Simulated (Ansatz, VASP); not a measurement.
## Two plane-wave programs on InAs

```
In As
1.0
     0.00000    3.09326    3.09326
     3.09326    0.00000    3.09326
     3.09326    3.09326    0.00000
In As
1 1
Direct
  0.00000 0.00000 0.00000
  0.25000 0.25000 0.25000
```

Alike in both runs: functional PBE; k mesh 10 × 10 × 10; occupations gaussian, width 0.1 eV; no spin polarisation.

Ansatz relaxed the structure, and its values are those at the end. VASP's run is a single point on that final structure, the one shown.

```csv
,VASP,Ansatz
version,VASP 6.6.1,Ansatz 0.2.0
potentials or method,"VASP PAW PBE potentials, release 64 (In_d, As), cutoff 500 eV","scalar-relativistic, plane waves, PAW"
valence electrons in the cell,18,28
```

```tsv
	VASP	Ansatz	Ansatz less VASP
gap on the k mesh at the Fermi level (eV)	none	none	-
pressure (GPa)	0.0	0.0	-0.04
```

A gap of «none» marks a metal or a gap that the smearing closes. With one functional, cell and mesh, what is left measures potentials, basis and numerics. VASP's potentials hold 18 valence electrons a cell and Ansatz's 28, so a difference there can come from the potentials and not from the codes.
